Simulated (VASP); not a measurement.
# CdS (Hawleyite) (F-43m) in VASP: further runs

The runs below take CdS (Hawleyite) through relaxation of cell and atoms, with LDA.

Everything below comes from runs of VASP 6.6.1. Logs are shortened: lines on timing, memory, paths and dates and some standing lists are left out, and cuts for length are marked.

### Step 1. The cell of the first run

Symmetry: F-43m, No. 216, cubic system. The conventional cell has a = 5.757 Å, b = 5.757 Å, c = 5.757 Å, α = 90.00°, β = 90.00°, γ = 90.00°. Cd (site symmetry -43m) has 4 S at 2.49 Å within 3.3 Å. Within 3.3 Å of S (site symmetry -43m) lie 4 Cd at 2.49 Å.

### Step 2. Relaxation of cell and atoms, LDA, target pressure 4 GPa, at which the enthalpy is minimised

The input, INCAR:

```
PREC = Accurate
ENCUT = 600
EDIFF = 1E-7
ISMEAR = 0
SIGMA = 0.01
LREAL = False
LASPH = True
NELM = 60
ALGO = Normal
ISIF = 3
LWAVE = False
LCHARG = False
IBRION = 2
NSW = 100
EDIFFG = -0.002
PSTRESS = 40.0
```

The input, KPOINTS:

```
Automatic mesh
0
Gamma
  8 8 8
```

The input, POSCAR:

```
CdS
1.0
    2.8782623155      2.8782623155      0.0000000000
   -2.8782623155      2.8782623155      0.0000000000
    0.0000000000      2.8782623155      2.8782623155
Cd S
1 1
Direct
    0.0000000000      0.0000000000      0.0000000000
    0.7500000000      0.2500000000      0.5000000000
```

Potentials or basis: VASP PAW LDA potentials, release 64 (Cd, S).

The run is started by

```sh
$ cat potpaw_LDA.64/Cd/POTCAR potpaw_LDA.64/S/POTCAR > POTCAR
$ mpirun -np 1 vasp_std > vasp.out
```

OUTCAR:

```text
PREC = Accurate
   ENCUT = 600
   EDIFF = 1E-7
   ISMEAR = 0
   LREAL = False
   LASPH = True
   NELM = 60
   ISIF = 3
   IBRION = 2
   NSW = 100
   EDIFFG = -0.002
   PSTRESS = 40.0

 ion  position               nearest neighbor table
   1  0.000  0.000  0.000-   2 2.49   2 2.49   2 2.49   2 2.49
   2  0.750  0.250  0.500-   1 2.49   1 2.49   1 2.49   1 2.49

  LATTYP: Found a face centered cubic cell.
 ALAT       =     5.7565246310

  Lattice vectors:

 A1 = (   0.0000000000,   2.8782623155,   2.8782623155)
 A2 = (   2.8782623155,   0.0000000000,   2.8782623155)
 A3 = (   2.8782623155,   2.8782623155,   0.0000000000)

Analysis of symmetry for initial positions (statically):
=====================================================================
 Subroutine PRICEL returns:
 Original cell was already a primitive cell.

 Routine SETGRP: Setting up the symmetry group for a
 face centered cubic supercell.

 Subroutine GETGRP returns: Found 24 space group operations
 (whereof 24 operations were pure point group operations)
 out of a pool of 48 trial point group operations.

The static configuration has the point symmetry T_d .

Analysis of symmetry for dynamics (positions and initial velocities):
=====================================================================
 Subroutine PRICEL returns:
 Original cell was already a primitive cell.

 Routine SETGRP: Setting up the symmetry group for a
 face centered cubic supercell.

 Subroutine GETGRP returns: Found 24 space group operations
 (whereof 24 operations were pure point group operations)
 out of a pool of 48 trial point group operations.

The dynamic configuration has the point symmetry T_d .

 Subroutine INISYM returns: Found 24 space group operations
 (whereof 24 operations are pure point group operations),
 and found     1 'primitive' translations

----------------------------------------------------------------------------------------

                                     Primitive cell

  volume of cell :      47.6893

  direct lattice vectors                    reciprocal lattice vectors
     2.878262315  2.878262315  0.000000000     0.173715925  0.173715925 -0.173715925
    -2.878262315  2.878262315  0.000000000    -0.173715925  0.173715925 -0.173715925
     0.000000000  2.878262315  2.878262315     0.000000000  0.000000000  0.347431850

  length of vectors
     4.070477603  4.070477603  4.070477603     0.300884808  0.300884808  0.347431850

  position of ions in fractional coordinates (direct lattice)
     0.000000000  0.000000000  0.000000000
     0.750000000  0.250000000  0.500000000

  ion indices of the primitive-cell ions
   primitive index   ion index
                 1           1
                 2           2

----------------------------------------------------------------------------------------

 KPOINTS: Automatic mesh

Automatic generation of k-mesh.
 Grid dimensions read from file:
 generate k-points for:    8    8    8

 Generating k-lattice:

  Cartesian coordinates                     Fractional coordinates (reciprocal lattice)
     0.021714491  0.021714491 -0.021714491     0.125000000  0.000000000  0.000000000
    -0.021714491  0.021714491 -0.021714491     0.000000000  0.125000000  0.000000000
     0.000000000  0.000000000  0.043428981     0.000000000  0.000000000  0.125000000

  Length of vectors
     0.037610601  0.037610601  0.043428981

  Shift w.r.t. Gamma in fractional coordinates (k-lattice)
     0.000000000  0.000000000  0.000000000

 Subroutine IBZKPT returns following result:
 ===========================================

 Found     29 irreducible k-points:

 Following reciprocal coordinates:
            Coordinates               Weight
  0.000000  0.000000  0.000000      1.000000
  0.125000  0.000000  0.000000      8.000000
  0.250000  0.000000  0.000000      8.000000
  0.375000  0.000000  0.000000      8.000000
  0.500000  0.000000  0.000000      4.000000
  0.125000  0.125000  0.000000     12.000000
[... 16 lines left out ...]
  0.375000  0.250000  0.125000     48.000000
  0.500000  0.250000  0.125000     24.000000
 [... further k-points ...]
   k-points           NKPTS =     29   k-points in BZ     NKDIM =     29   number of bands    NBANDS=     13
   number of dos      NEDOS =    301   number of ions     NIONS =      2
   total plane-waves  NPLWV =  46656
   dimension x,y,z NGX =    36 NGY =   36 NGZ =   36
   dimension x,y,z NGXF=    72 NGYF=   72 NGZF=   72
   ions per type =               1   1
   NGX,Y,Z   is equivalent  to a cutoff of  14.70, 14.70, 14.70 a.u.
   NGXF,Y,Z  is equivalent  to a cutoff of  29.41, 29.41, 29.41 a.u.
 SYSTEM =  unknown system
   PREC   = accura    normal or accurate (medium, high low for compatibility)
   ISTART =      0    job   : 0-new  1-cont  2-samecut
   ICHARG =      2    charge: 1-file 2-atom 10-const
   ISPIN  =      1    spin polarized calculation?
   LNONCOLLINEAR =      F non collinear calculations
   LSORBIT =      F    spin-orbit coupling
   LASPH  =      T    aspherical Exc in radial PAW
   ENCUT  =  600.0 eV  44.10 Ry    6.64 a.u.   8.13  8.13  8.13*2*pi/ulx,y,z
   NELM   =     60;   NELMIN=  2; NELMDL= -5     # of ELM steps
   EDIFF  = 0.1E-06   stopping-criterion for ELM
   LREAL  =      F    real-space projection
   EDIFFG = -.2E-02   stopping-criterion for IOM
   NSW    =    100    number of steps for IOM
   IBRION =      2    ionic relax: 0-MD 1-quasi-New 2-CG
   NFREE  =      1    steps in history (QN), initial steepest desc. (CG)
   ISIF   =      3    stress and relaxation
   ISYM   =      2    0-nonsym 1-usesym 2-fastsym
   POTIM  = 0.5000    time-step for ionic-motion
   TEBEG  =    0.0;   TEEND  =   0.0 temperature during run
   PSTRESS=   40.0 pullay stress
   NELECT =      18.0000    total number of electrons
   NUPDOWN=      -1.0000    fix difference up-down
   EMIN   =  10.00;   EMAX   =-10.00  energy-range for DOS
   EFERMI =   0.00;   METHOD = LEGACY
   ISMEAR =     0;   SIGMA  =   0.01  broadening in eV -4-tet -1-fermi 0-gaus
   EFERMI_NEDOS =   21; number of points for ismear=-14 and -15
   IALGO  =     38    algorithm
   IMIX   =      4    mixing-type and parameters
     AMIX     =   0.40;   BMIX     =  1.00
     AMIX_MAG =   1.60;   BMIX_MAG =  1.00
  volume/ion in A,a.u.               =      23.84       160.91
  Fermi-wavevector in a.u.,A,eV,Ry     =   1.183110  2.235755 19.044760  1.399750
  Thomas-Fermi vector in A             =   2.319351
   LORBIT       =      0    0 simple, 1 ext, 2 COOP (PROOUT), +10 PAW based schemes
   GGA     = CA    functional components
   LHFCALC =     F    Hartree Fock is set to
   AEXX    =    0.0000 exact exchange contribution
   IVDW    =     0    specifies the selected vdW correction
   LEPSILON=     F    determine dielectric tensor
   LRPA    =     F    only Hartree local field effects (RPA)
 conjugate gradient relaxation of ions
 non-spin polarized calculation
 Gauss-broadening in eV      SIGMA  =   0.01
  energy-cutoff  :      600.00
  volume of cell :       47.69
 maximum number of plane-waves:      1639
 NGX is ok and might be reduce to    36
   NGX = 17   NGY = 17   NGZ = 17

--------------------------------------- Ionic step        1  -------------------------------------------

 number of electron      18.0000001 magnetization

 Free energy of the ion-electron system (eV)
  ---------------------------------------------------
  ext. energy  EPLUGINS =         0.00000000
  ---------------------------------------------------
  free energy    TOTEN  =        -7.40660922 eV

  energy without entropy =       -7.40660922  energy(sigma->0) =       -7.40660922

------------------------ aborting loop because EDIFF is reached ----------------------------------------

  FORCE on cell =-STRESS in cart. coord.  units (eV):
  Direction    XX          YY          ZZ          XY          YZ          ZX
  --------------------------------------------------------------------------------------
  -------------------------------------------------------------------------------------
  Total        0.1547348      0.1547348      0.1547348      0.0000000     -0.0000000      0.0000000
  in kB        5.1984922      5.1984922      5.1984922      0.0000000     -0.0000000      0.0000000
  external PRESSURE =     -34.8015078 kB  Pullay stress =      40.0000000 kB
[... 23 lines left out ...]
  enthalpy is  TOTEN    =        -6.2159964939 eV   P V=        1.1906127236

--------------------------------------- Ionic step        2  -------------------------------------------

 number of electron      17.9999998 magnetization

 E-fermi :   2.2747     XC(G=0): -10.1210

 val. band max:        2.2226729440   @ k =   0.0000   0.0000   0.0000
 cond. band min:       3.3574133720   @ k =   0.0000   0.0000   0.0000
 fundamental gap:      1.1347404281
 Fermi energy:         2.2747499361

 k-point     1 :       0.0000    0.0000    0.0000
  band No.  band energies     occupation
      1     -10.9274      2.00000
      2      -6.0829      2.00000
      3      -6.0829      2.00000
      4      -6.0829      2.00000
      5      -5.4238      2.00000
      6      -5.4238      2.00000
      7       2.2227      2.00000
      8       2.2227      2.00000
      9       2.2227      2.00000
     10       3.3574      0.00000
     11       8.5235      0.00000
     12       8.5235      0.00000
     13       8.5235      0.00000
[... 403 lines left out ...]
  enthalpy is  TOTEN    =        -6.2272640165 eV   P V=        1.1035755527

--------------------------------------- Ionic step        3  -------------------------------------------

 number of electron      18.0000001 magnetization

 Free energy of the ion-electron system (eV)
  ---------------------------------------------------
  ext. energy  EPLUGINS =         0.00000000
  ---------------------------------------------------
  free energy    TOTEN  =        -7.37829078 eV

  energy without entropy =       -7.37829078  energy(sigma->0) =       -7.37829078

 E-fermi :   1.9636     XC(G=0):  -9.9735

 val. band max:        1.9075947323   @ k =   0.0000   0.0000   0.0000
 cond. band min:       2.9785346656   @ k =   0.0000   0.0000   0.0000
 fundamental gap:      1.0709399333
 Fermi energy:         1.9635998763

 k-point     1 :       0.0000    0.0000    0.0000
  band No.  band energies     occupation
      1     -11.0111      2.00000
      2      -6.2362      2.00000
      3      -6.2362      2.00000
      4      -6.2362      2.00000
      5      -5.6278      2.00000
      6      -5.6278      2.00000
      7       1.9076      2.00000
      8       1.9076      2.00000
      9       1.9076      2.00000
     10       2.9785      0.00000
     11       8.2326      0.00000
     12       8.2326      0.00000
     13       8.2326      0.00000
[... 397 lines left out ...]
  FREE ENERGIE OF THE ION-ELECTRON SYSTEM (eV)
  ---------------------------------------------------
  free  energy   TOTEN  =        -7.3782907824 eV

  energy  without entropy=       -7.3782907824  energy(sigma->0) =       -7.37829078

  enthalpy is  TOTEN    =        -6.2395357029 eV   P V=        1.1387550795

 reached required accuracy - stopping structural energy minimisation
```

Wall time 29 s (1 thread of Intel Xeon 6975P-C (Granite Rapids), shared host); peak memory 0.18 GiB.

What came out:

| Quantity | Value |
| --- | --- |
| Free energy | -7.3783 eV |
| Relaxed volume | 22.81 Å³/atom |
| Relaxed cell | a = 4.011 Å, b = 4.011 Å, c = 4.011 Å, α = 60.00°, β = 60.00°, γ = 90.00° |
| Space group after relaxing (to 0.05 Å) | F-43m (No. 216) |
| Energy change on relaxing (the enthalpy is what falls) | +14.2 meV/atom |
| Ionic steps | 3 |
| Pressure after relaxing | 4.0 GPa |
| Band gap on the k mesh | 1.07 eV, direct |

Step by step:
```
step  energy change (eV)  largest force (eV/Å)  pressure (GPa)  volume (Å³)
   1              0.0000                0.0000            0.52        47.69
   2              0.0758                0.0000            6.89        44.20
   3              0.0283                0.0000            3.99        45.61
```

Final structure:
```
Cd S
1.0
     2.83585    2.83585    0.00000
    -2.83585    2.83585    0.00000
     0.00000    2.83585    2.83585
Cd S
1 1
Direct
  0.00000 0.00000 0.00000
  0.75000 0.25000 0.50000
```

Caveat: the cell is relaxed towards a set pressure, so the enthalpy falls and the energy may rise. LDA usually gives volumes a few per cent too small.

[end of part 1 of 2]
